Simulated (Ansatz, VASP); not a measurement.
**Two plane-wave programs on Mo**

The input POSCAR:

```
Mo
1.0
    0.0000000000      2.0717902012      1.9060469851
    2.0717902012      0.0000000000      1.9060469851
    2.0717902012      2.0717902012      0.0000000000
Mo
1
Direct
    0.0000000000      0.0000000000      0.0000000000
```

The input INCAR.step1:

```
SYSTEM = Mo
ALGO = Normal ; EDIFF = 1E-4
ENCUT = 520 ; GGA = PE
ISMEAR = 0 ; LASPH = .TRUE.
LCHARG = .FALSE. ; LREAL = .FALSE.
LWAVE = .TRUE. ; NBANDS = 13
NELM = 100 ; PREC = Accurate
SIGMA = 0.15
```

Contents of INCAR.step2:

```
SYSTEM = Mo
ALGO = Normal ; EDIFF = 1E-6
ENCUT = 520 ; ISIF = 2
ISMEAR = 0 ; ISTART = 1
LASPH = .TRUE. ; LCHARG = .FALSE.
LMIXTAU = .TRUE. ; LREAL = .FALSE.
LWAVE = .FALSE. ; METAGGA = R2SCAN
NBANDS = 13 ; NELM = 100
PREC = Accurate ; SIGMA = 0.15
```

The input KPOINTS:

```
k-points
0
G
  22 22 22
  0 0 0
```

Input for Ansatz:

```yaml
crystal:
  lattice:
    - [0.0, 2.0717902012, 1.9060469851]
    - [2.0717902012, 0.0, 1.9060469851]
    - [2.0717902012, 2.0717902012, 0.0]
  atoms:
    - { symbol: Mo, position: [0.0, 0.0, 0.0] }
basis:
  ecutwfc: 500
kpoints:
  mp_grid: { grid: [22, 22, 22] }
hamiltonian:
  xc: r2scan
scf:
  occupations: { method: gaussian, width: 0.15 }
output:
  forces: true
  stress: true
  eigenvalues: true
```

Alike in both runs: task single point; functional r2SCAN; k mesh 22 × 22 × 22; occupations gaussian, width 0.15 eV; no spin polarisation.

|  | VASP | Ansatz |
| --- | --- | --- |
| version | VASP 6.6.1 | Ansatz 0.2.0 |
| potentials or method | VASP PAW PBE potentials, release 64 (Mo_sv), cutoff 520 eV | scalar-relativistic, plane waves, PAW |
| valence electrons in the cell | 14 | 14 |

```tsv
	VASP	Ansatz	Ansatz less VASP
gap on the k mesh at the Fermi level (eV)	none	none	-
pressure (GPa)	-6.3	-7.2	-0.88
traceless stress, the component that is largest in VASP (GPa)	-13.32	-13.34	-0.027
```

VASP's potentials were made for PBE, not for r2SCAN. A gap of «none» marks a metal or a gap that the smearing closes. With one functional, cell and mesh, what is left measures potentials, basis and numerics.
